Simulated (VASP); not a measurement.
# Cd: single point with PBEsol

The system is Cd.

```
Cd
1.0
    -0.00883    2.19508    2.28037
     2.26165   -0.03791    2.30945
     2.24461    2.20713   -0.02087
Cd
1
Direct
  0.00000 0.00000 0.00000
```

This cell differs from its parent crystal: the cell strained at random.

```json
{
  "Program": "VASP 6.6.1",
  "Task": "single point",
  "Functional": "PBEsol",
  "Potentials or basis": "VASP PAW PBE potentials, release 64 (Cd)",
  "Cutoff": "520 eV",
  "k mesh": "14 × 14 × 14",
  "Occupations": "gaussian, width 0.1 eV",
  "Spin": "no spin polarisation"
}
```

The pressure is -4.1 GPa and the band gap on the k mesh is zero (bands 6 and 7 overlap by 3.22 eV).

Stress tensor (GPa, compression positive):
```
-3.91  0.22 -0.08
 0.22 -3.23  0.34
-0.08  0.34 -5.11
```

Levels at points of the mesh, in eV from the Fermi level:
| k point | band 2 | band 3 | band 4 | band 5 | band 6 | band 7 | band 8 | band 9 | band 10 | band 11 |
| --- | --- | --- | --- | --- | --- | --- | --- | --- | --- | --- |
| (0.00, 0.00, 0.00) | -8.88 | -8.81 | -8.51 | -8.42 | -8.36 | 13.55 | 14.10 | 14.51 | 14.83 | 17.32 |
| (0.50, 0.00, 0.00) | -8.94 | -8.80 | -8.15 | -8.11 | -2.04 | -1.29 | 11.31 | 12.37 | 13.04 | 15.29 |
| (0.00, 0.50, 0.00) | -8.92 | -8.81 | -8.16 | -8.13 | -2.16 | -1.58 | 11.87 | 12.46 | 13.36 | 15.75 |
| (0.50, 0.50, 0.00) | -9.37 | -8.16 | -8.07 | -8.04 | -0.87 | 0.82 | 6.74 | 7.10 | 10.82 | 11.19 |
| (0.00, 0.00, 0.50) | -8.91 | -8.82 | -8.17 | -8.11 | -2.09 | -1.41 | 11.77 | 12.19 | 13.16 | 15.66 |
| (0.50, 0.00, 0.50) | -9.37 | -8.16 | -8.06 | -8.02 | -0.40 | 1.58 | 6.27 | 6.41 | 10.34 | 10.50 |
| (0.00, 0.50, 0.50) | -9.37 | -8.16 | -8.09 | -8.01 | -0.62 | 1.24 | 6.26 | 6.95 | 10.35 | 11.03 |
| (0.50, 0.50, 0.50) | -8.90 | -8.84 | -8.16 | -8.09 | -2.00 | -1.19 | 11.42 | 12.15 | 12.84 | 15.40 |

Run time: 88 s on 1 thread of Intel(R) Xeon(R) 6975P-C (Granite Rapids) (shared host), peak memory 0.44 GiB.

Caveat: the cell differs from its parent crystal (the cell strained at random); the cell stands under tension; the PAW data sets were made with another functional, which shifts forces and pressure a little.
